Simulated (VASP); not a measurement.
A run of VASP 6.6.1 is set up as follows.

File INCAR:

```
SYSTEM = SnPt2Se3
PREC     = Accurate       ! precision mode
ENCUT    = 600            ! plane-wave cutoff, eV
EDIFF    = 1E-6           ! SCF threshold, eV
ISMEAR   = 0              ! smearing method
SIGMA    = 0.1            ! smearing width, eV
LREAL    = .False.        ! projectors in reciprocal space
LASPH    = .True.         ! aspherical terms in the spheres
NELM     = 80             ! most SCF steps
ALGO     = Normal         ! electronic algorithm
ISIF     = 3              ! what is computed and relaxed
LWAVE    = .False.        ! write WAVECAR
LCHARG   = .False.        ! write CHGCAR
GGA      = PE             ! functional
IBRION   = 2              ! ionic algorithm
NSW      = 90             ! ionic steps
EDIFFG   = -0.04          ! ionic threshold
```

The input KPOINTS:

```
regular mesh
0
Gamma
  6 6 2
  0 0 0
```

Contents of POSCAR:

```
SnPt2Se3
1.0
    4.3791418000      0.0000000000      0.0000000000
   -2.1895709000      3.7924480500      0.0000000000
    0.0000000000      0.0000000000      9.5705629600
Sn Pt Se
1 2 3
Direct
    0.0000000000      0.0000000000      0.9691632700
    0.3333333300      0.6666666700      0.3962716100
    0.6666666700      0.3333333300      0.3962716100
    0.3333333300      0.6666666700      0.7982676300
    0.6666666700      0.3333333300      0.7982676300
    0.0000000000      0.0000000000      0.4748513300
```

Potentials or basis: VASP PAW PBE potentials, release 64 (Sn_d, Pt, Se).

Command:

```bash
$ cat potpaw_PBE.64/Sn_d/POTCAR potpaw_PBE.64/Pt/POTCAR potpaw_PBE.64/Se/POTCAR > POTCAR
$ mpirun -np 1 vasp_std > vasp.out
```

Problem. Predict the band gap on the k mesh.

Solution. Zero (bands 26 and 27 overlap by 2.30 eV).

Problem. Estimate the relaxed cell.

Solution. a = 5.034 Å, b = 5.034 Å, c = 5.368 Å, α = 90.00°, β = 90.00°, γ = 120.00°.

Problem. Estimate the space group after relaxing (to 0.1 Å).

Solution. P6/mmm (No. 191).

Forces on the atoms (eV/Å):
```
Sn   0.000  0.000 -0.007
Pt   0.000  0.000  0.008
Pt   0.000  0.000  0.008
Se   0.000  0.000  0.014
Se   0.000  0.000  0.014
Se   0.000  0.000 -0.038
```

Caveat: spin-orbit coupling is left out, which moves the levels of the heavy elements.
